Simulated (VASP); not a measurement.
# Ru (P6_3/mmc) in VASP: notebook, part 2 of 2

VASP 6.6.1. The steps go on from the part before.

### 3 Relaxation of cell and atoms, revPBE, target pressure 10 GPa, at which the enthalpy is minimised

Contents of INCAR:

```
SYSTEM = Ru
  PREC = Accurate
  ENCUT = 600
  EDIFF = 1E-7
  ISMEAR = -1
  SIGMA = 0.1
  LREAL = .FALSE.
  LASPH = .TRUE.
  NELM = 60
  ALGO = Normal
  ISIF = 3
  LWAVE = .FALSE.
  LCHARG = .FALSE.
  GGA = RE
  IBRION = 2
  NSW = 80
  EDIFFG = -0.02
  PSTRESS = 100.0
```

Contents of KPOINTS:

```
regular mesh
0
G
  7 7 4
  0 0 0
```

Contents of POSCAR:

```
Ru
1.0
    2.6800000000      0.0000000000      0.0000000000
   -1.3400000000      2.3209480821      0.0000000000
    0.0000000000      0.0000000000      4.3764400000
Ru
2
Direct
    0.3333333333      0.6666666667      0.2500000000
    0.6666666667      0.3333333333      0.7500000000
```

Potentials or basis: VASP PAW PBE potentials, release 64 (Ru_pv).

Command:

```console
$ cat potpaw_PBE.64/Ru_pv/POTCAR > POTCAR
$ mpirun -np 1 vasp_std > vasp.out
```

OUTCAR:

```text
SYSTEM = Ru
   PREC = Accurate
   ENCUT = 600
   EDIFF = 1E-7
   ISMEAR = -1
   LREAL = .FALSE.
   LASPH = .TRUE.
   NELM = 60
   ISIF = 3
   GGA = RE
   IBRION = 2
   NSW = 80
   EDIFFG = -0.02
   PSTRESS = 100.0

 ion  position               nearest neighbor table
   1  0.333  0.667  0.250-   2 2.68   2 2.68   2 2.68   2 2.68   2 2.68   2 2.68
   2  0.667  0.333  0.750-   1 2.68   1 2.68   1 2.68   1 2.68   1 2.68   1 2.68

  LATTYP: Found a hexagonal cell.
 ALAT       =     2.6800000000
 C/A-ratio  =     1.6330000000

  Lattice vectors:

 A1 = (   2.6800000000,   0.0000000000,   0.0000000000)
 A2 = (  -1.3400000000,   2.3209480821,   0.0000000000)
 A3 = (   0.0000000000,   0.0000000000,   4.3764400000)

Analysis of symmetry for initial positions (statically):
=====================================================================
 Subroutine PRICEL returns:
 Original cell was already a primitive cell.

 Routine SETGRP: Setting up the symmetry group for a
 hexagonal supercell.

 Subroutine GETGRP returns: Found 24 space group operations
 (whereof 12 operations were pure point group operations)
 out of a pool of 24 trial point group operations.

The static configuration has the point symmetry D_3d.
 The point group associated with its full space group is D_6h.
[... 148 lines left out ...]
 maximum number of plane-waves:       923
 NGX is ok and might be reduce to    24
   NGX = 11   NGY = 11   NGZ = 17

--------------------------------------- Ionic step        1  -------------------------------------------

 number of electron      28.0000001 magnetization

 Free energy of the ion-electron system (eV)
  ---------------------------------------------------
  ext. energy  EPLUGINS =         0.00000000
  ---------------------------------------------------
  free energy    TOTEN  =       -17.37843068 eV

  energy without entropy =      -17.28895171  energy(sigma->0) =      -17.33369119

------------------------ aborting loop because EDIFF is reached ----------------------------------------

  FORCE on cell =-STRESS in cart. coord.  units (eV):
  Direction    XX          YY          ZZ          XY          YZ          ZX
  --------------------------------------------------------------------------------------
  -------------------------------------------------------------------------------------
  Total        2.3444136      2.3444136     -0.7836591      0.0000000      0.0000000      0.0000000
  in kB      137.9823761    137.9823760    -46.1228932      0.0000000      0.0000000      0.0000000
  external PRESSURE =     -23.3860470 kB  Pullay stress =     100.0000000 kB
[... 177 lines left out ...]
--------------------------------------- Ionic step        6  -------------------------------------------

 number of electron      28.0000000 magnetization

 Free energy of the ion-electron system (eV)
  ---------------------------------------------------
  ext. energy  EPLUGINS =         0.00000000
  ---------------------------------------------------
  free energy    TOTEN  =       -17.41353654 eV

  energy without entropy =      -17.33209240  energy(sigma->0) =      -17.37281447

 E-fermi :  13.0205     XC(G=0): -14.0900

 val. band max:       13.0192556681   @ k =   0.1429   0.1429   0.0000
 cond. band min:      13.0413486939   @ k =   0.2857   0.1429   0.0000
 fundamental gap:      0.0220930258
 Fermi energy:        13.0205279346

 k-point     1 :       0.0000    0.0000    0.0000
  band No.  band energies     occupation
      1     -30.7179      2.00000
      2     -29.7229      2.00000
      3     -29.7229      2.00000
      4     -29.5395      2.00000
      5     -29.5395      2.00000
      6     -29.5305      2.00000
[... 526 lines left out ...]
  energy  without entropy=      -17.3320923989  energy(sigma->0) =      -17.37281447

  enthalpy is  TOTEN    =       -15.7262447033 eV   P V=        1.6872918408

 reached required accuracy - stopping structural energy minimisation
```

CONTCAR:

```text
Ru
   1.00000000000000
     2.7121084859289719   -0.0000000000000000    0.0000000000000000
    -1.3560542429644860    2.3487548465871702   -0.0000000000000000
     0.0000000000000000   -0.0000000000000000    4.2438110763619701
  Ru
     2
Direct
     0.3333333332999970    0.6666666667000030    0.2500000000000000
     0.6666666667000030    0.3333333332999970    0.7500000000000000

  0.00000000E+00  0.00000000E+00  0.00000000E+00
  0.00000000E+00  0.00000000E+00  0.00000000E+00
```

Wall time 2.2 min (1 thread of Intel Xeon 8259CL, shared host); peak memory 0.17 GiB.

What came out:

| Property | Result |
| --- | --- |
| Free energy | -17.4135 eV |
| Relaxed volume | 13.52 Å³/atom |
| Relaxed cell | a = 2.712 Å, b = 2.712 Å, c = 4.244 Å, α = 90.00°, β = 90.00°, γ = 120.00° |
| Space group after relaxing (to 0.05 Å) | P6_3/mmc (No. 194) |
| Energy change on relaxing (the enthalpy is what falls) | -17.6 meV/atom |
| Ionic steps | 6 |
| Pressure after relaxing | 10.0 GPa |
| Band gap on the k mesh | zero (band 14 reaches 14.30 eV, above the bottom of band 15 at 11.49 eV) |

Step by step:
```tsv
step	energy change (eV)	largest force (eV/Å)	pressure (GPa)	volume (Å³)
1	0.0000	0.0000	7.66	27.22
2	0.0552	0.0000	19.64	26.39
3	-0.0195	0.0000	12.69	26.82
4	-0.0190	0.0000	12.81	26.81
5	-0.0559	0.0000	3.59	27.57
6	-0.0351	0.0000	9.96	27.03
```

Final structure:
```
Ru
1.0
     2.71211    0.00000    0.00000
    -1.35605    2.34875    0.00000
     0.00000    0.00000    4.24381
Ru
2
Direct
  0.33333 0.66667 0.25000
  0.66667 0.33333 0.75000
```

Levels at points of the mesh, in eV from the Fermi level:
```
           k point  band 10  band 11  band 12  band 13  band 14  band 15  band 16  band 17  band 18
(0.00, 0.00, 0.00)    -2.63    -2.37    -1.92    -1.92    -1.53    -1.53     1.15     1.15     1.38
(0.00, 0.00, 0.50)    -2.84    -2.84    -2.84    -2.71    -2.71     0.52     0.52     0.52     0.52
```

Caveat: the k points lie up to 0.38 Å⁻¹ apart in the final cell; the cell is relaxed towards a set pressure, so the enthalpy falls and the energy may rise; the PAW data sets were made with another functional, which shifts forces and pressure a little.

### 4 Relaxation of cell and atoms, revPBE, target pressure 20 GPa, at which the enthalpy is minimised

Contents of INCAR:

```
PREC     = Accurate       # precision mode
ENCUT    = 600            # plane-wave cutoff, eV
EDIFF    = 1E-7           # SCF threshold, eV
ISMEAR   = -1             # smearing method
SIGMA    = 0.1            # smearing width, eV
LREAL    = False          # projectors in reciprocal space
LASPH    = True           # aspherical terms in the spheres
NELM     = 80             # most SCF steps
ALGO     = Normal         # electronic algorithm
ISIF     = 3              # what is computed and relaxed
LWAVE    = False          # write WAVECAR
LCHARG   = False          # write CHGCAR
GGA      = RE             # functional
IBRION   = 2              # ionic algorithm
NSW      = 80             # ionic steps
EDIFFG   = -0.02          # ionic threshold
PSTRESS  = 200.0
```

Contents of KPOINTS:

```
Automatic mesh
0
Gamma
  7 7 4
```

POSCAR is that of step 3.

Command:

```console
$ cat potpaw_PBE.64/Ru_pv/POTCAR > POTCAR
$ mpirun -np 1 vasp_std > vasp.out
```

Wall time 2.1 min (1 thread of Intel Xeon 8259CL, shared host); peak memory 0.16 GiB.

The run converged. Its results:

| Property | Result |
| --- | --- |
| Free energy | -17.3462 eV |
| Relaxed volume | 13.15 Å³/atom |
| Relaxed cell | a = 2.687 Å, b = 2.687 Å, c = 4.208 Å, α = 90.00°, β = 90.00°, γ = 120.00° |
| Space group after relaxing (to 0.05 Å) | P6_3/mmc (No. 194) |
| Energy change on relaxing (the enthalpy is what falls) | +16.1 meV/atom |
| Ionic steps | 6 |
| Pressure after relaxing | 20.0 GPa |
| Band gap on the k mesh | zero (band 14 reaches 14.87 eV, above the bottom of band 15 at 11.95 eV) |

Step by step:
```tsv
step	energy change (eV)	largest force (eV/Å)	pressure (GPa)	volume (Å³)
1	0.0000	0.0000	7.66	27.22
2	1.0270	0.0000	85.74	23.25
3	0.0633	0.0000	22.00	26.17
4	0.0712	0.0000	23.02	26.10
5	0.0200	0.0000	17.53	26.50
6	0.0322	0.0000	20.00	26.31
```

Final structure:
```xyz
2
Lattice="2.6867 0.0000 0.0000 -1.3434 2.3268 0.0000 0.0000 0.0000 4.2081" Properties=species:S:1:pos:R:3 pbc="T T T"
Ru    0.0000    1.5512    1.0520
Ru    1.3434    0.7756    3.1561
```

Levels at points of the mesh, in eV from the Fermi level:
| k point | band 12 | band 13 | band 14 | band 15 | band 16 | band 17 |
| --- | --- | --- | --- | --- | --- | --- |
| (0.00, 0.00, 0.00) | -2.00 | -2.00 | -1.58 | -1.58 | 1.19 | 1.19 |
| (0.00, 0.00, 0.50) | -2.95 | -2.80 | -2.80 | 0.55 | 0.55 | 0.55 |

Caveat: the k points lie up to 0.39 Å⁻¹ apart in the final cell; the cell is relaxed towards a set pressure, so the enthalpy falls and the energy may rise; the PAW data sets were made with another functional, which shifts forces and pressure a little.

### 5 The runs side by side

```tsv
cell	gap on the mesh (eV)	pressure (GPa)
relaxed to 5 GPa	none	4.9
relaxed to 10 GPa	none	10.0
relaxed to 20 GPa	none	20.0
```

Alike in all rows: task relaxation of cell and atoms; level revPBE; potentials or basis VASP PAW PBE potentials, release 64 (Ru_pv); no spin polarisation; k mesh 7 × 7 × 4; cutoff (eV) 600; smearing fermi-dirac 0.1 eV.

Caveats: all runs use coarse meshes; the cell is relaxed towards a set pressure, so the enthalpy falls and the energy may rise; the PAW data sets were made with another functional, which shifts forces and pressure a little.

Absolute energies hang on the potentials; compare differences alone.
